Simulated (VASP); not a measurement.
Wanted: the native input for a VASP 6.6.1 run.

```yaml
Task: single point
Functional: PBE
Potentials_or_basis: VASP PAW PBE potentials, release 64 (Ba_sv, Ti_sv, O)
Cutoff: 520 eV
k_mesh: 8 × 8 × 8
Occupations: fermi-dirac, width 0.05 eV
Spin: no spin polarisation
Dipole_correction: no
Further_INCAR_settings: ALGO = Normal; EDIFF = 1e-06; NBANDS = 28
```

The structure of BaTiO3 lies in POSCAR:

```
BaTiO3
1.0
    3.9707751513      0.0000000000      0.0000000000
    0.0000000000      2.8275614676      2.8362822032
    0.0000000000     -2.8275614676      2.8362822032
Ba Ti O
1 1 3
Direct
    0.0000000000      0.0000000000      0.0000000000
    0.5000000000      0.5079000000      0.5079000000
    0.0000000000      0.4921000000      0.4921000000
    0.5000000000      0.5025100000      0.9937100000
    0.5000000000      0.9937100000      0.5025100000
```

One way to write it, as run:

INCAR

```
SYSTEM = BaTiO3
  ALGO = Normal
  EDIFF = 1E-6
  ENCUT = 520
  GGA = PE
  ISIF = 2
  ISMEAR = -1
  LASPH = .True.
  LCHARG = .False.
  LREAL = .False.
  LWAVE = .False.
  NBANDS = 28
  NELM = 60
  PREC = Accurate
  SIGMA = 0.05
```

KPOINTS

```
k-points
0
Gamma
  8 8 8
  0 0 0
```

Potentials or basis: VASP PAW PBE potentials, release 64 (Ba_sv, Ti_sv, O).

Launch:

```console
$ cat potpaw_PBE.64/Ba_sv/POTCAR potpaw_PBE.64/Ti_sv/POTCAR potpaw_PBE.64/O/POTCAR > POTCAR
$ mpirun -np 1 vasp_std > vasp.out
```

It gave:

| Quantity | Value |
| --- | --- |
| Pressure | 5.5 GPa |
| Largest force | 0.165 eV/Å |
| Band gap on the k mesh | 1.81 eV (least direct gap 1.98 eV) |

Caveat: the cell stands under pressure; spin-orbit coupling is left out, which moves the levels of the heavy elements.

Wall time 5.4 min on 1 thread of Intel Xeon 8259CL, with other jobs on the host, peak memory 0.31 GiB.
